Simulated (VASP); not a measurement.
Set up this calculation in VASP 6.6.1, as the native input.

- Task: relaxation of cell and atoms
- Functional: PBE
- Potentials or basis: VASP PAW PBE potentials, release 64 (Ga_d)
- Cutoff: 600 eV
- k mesh: 10 × 10 × 10
- Occupations: fermi-dirac, width 0.05 eV
- Spin: no spin polarisation
- Target pressure: 20 GPa
- Dipole correction: no
- Further INCAR settings: ALGO = Normal; EDIFF = 1e-06; IBRION = 2; EDIFFG = -0.01; NSW = 60; ISIF = 3

The structure of Ga lies in POSCAR:

```
Ga
1.0
    2.7164800000      0.0000000000      0.0000000000
    0.0000000000      2.7164800000      0.0000000000
    0.0000000000      0.0000000000      2.7164800000
Ga
1
Direct
    0.0000000000      0.0000000000      0.0000000000
```

One way to write it, as run:

INCAR

```
PREC     = Accurate       # precision mode
ENCUT    = 600            # plane-wave cutoff, eV
EDIFF    = 1E-6           # SCF threshold, eV
ISMEAR   = -1             # smearing method
SIGMA    = 0.05           # smearing width, eV
LREAL    = False          # projectors in reciprocal space
LASPH    = True           # aspherical terms in the spheres
NELM     = 80             # most SCF steps
ALGO     = Normal         # electronic algorithm
ISIF     = 3              # what is computed and relaxed
LWAVE    = False          # write WAVECAR
LCHARG   = False          # write CHGCAR
GGA      = PE             # functional
IBRION   = 2              # ionic algorithm
NSW      = 60             # ionic steps
EDIFFG   = -0.01          # ionic threshold
PSTRESS  = 200.0
```

KPOINTS

```
Automatic mesh
0
Gamma
  10 10 10
```

Potentials or basis: VASP PAW PBE potentials, release 64 (Ga_d).

The run is started by

```sh
$ cat potpaw_PBE.64/Ga_d/POTCAR > POTCAR
$ mpirun -np 1 vasp_std > vasp.out
```

Results of the run:

* Relaxed volume: 15.86 Å³/atom
* Relaxed cell: a = 2.512 Å, b = 2.512 Å, c = 2.512 Å, α = 90.00°, β = 90.00°, γ = 90.00°
* Space group after relaxing (to 0.05 Å): Pm-3m (No. 221)
* Energy change on relaxing (the enthalpy is what falls): +208.4 meV/atom
* Ionic steps: 6
* Pressure after relaxing: 20.0 GPa

Caveat: the cell is relaxed towards a set pressure, so the enthalpy falls and the energy may rise; the volume moved by over 15 % at a fixed basis, so the end points are rough.

Run time: 31 s on 1 thread of Intel(R) Xeon(R) Platinum 8259CL CPU @ 2.50GHz (Skylake/Cascade Lake), on a shared host, peak memory 0.15 GiB.
